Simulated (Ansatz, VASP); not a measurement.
# One calculation of HfSc, two programs

INCAR

```
SYSTEM = HfSc
ALGO = Normal
EDIFF = 1E-7
ENCUT = 520
GGA = CA
ISIF = 2
ISMEAR = -1
LASPH = .True.
LCHARG = .True.
LELF = .True.
LREAL = .False.
LVHAR = .True.
LWAVE = .False.
NBANDS = 18
NELM = 80
PREC = Accurate
SIGMA = 0.15
```

Contents of KPOINTS:

```
k-points
0
Gamma
  8 8 5
  0 0 0
```

POSCAR

```
HfSc
1.0
    3.2401200000      0.0000000000      0.0000000000
   -1.6200600000      2.8060270000      0.0000000000
    0.0000000000      0.0000000000      5.1041290000
Hf Sc
1 1
Direct
    0.6666666667      0.3333333333      0.5000000000
    0.3333333333      0.6666666667      0.0000000000
```

Input for Ansatz:

```yaml
crystal:
  lattice:
    - [3.24012, 0.0, 0.0]
    - [-1.62006, 2.806027, 0.0]
    - [0.0, 0.0, 5.104129]
  atoms:
    - { symbol: Hf, position: [0.6666666666666666, 0.3333333333333333, 0.5] }
    - { symbol: Sc, position: [0.3333333333333333, 0.6666666666666666, 0.0] }
accuracy: low
basis:
  ecutwfc: 520.0
kpoints:
  mp_grid:
    grid: [8, 8, 5]
hamiltonian:
  xc: lda
scf:
  occupations:
    method: fermi_dirac
    width: 0.15
  eigensolver:
    kind: davidson
    full_accuracy: true
output:
  stress: true
```

Alike in both runs: task single point; functional LDA; k mesh 8 × 8 × 5; occupations fermi-dirac, width 0.15 eV; no spin polarisation.

|  | VASP | Ansatz |
| --- | --- | --- |
| version | VASP 6.6.1 | Ansatz 0.2.0 |
| potentials or method | VASP PAW LDA potentials, release 64 (Hf_pv, Sc_sv), cutoff 520 eV | plane waves, PAW |
| valence electrons in the cell | 21 | 37 |

|  | VASP | Ansatz | Ansatz less VASP |
| --- | --- | --- | --- |
| pressure (GPa) | -6.3 | -6.4 | -0.10 |
| traceless stress, the component that is largest in VASP (GPa) | 0.28 | 0.26 | -0.020 |

LDA's correlation is that of Perdew and Zunger in VASP and of Perdew and Wang (1992) in Ansatz. VASP's potentials hold 21 valence electrons a cell and Ansatz's 37, so a difference there can come from the potentials and not from the codes.

Neither program's run includes spin-orbit coupling.
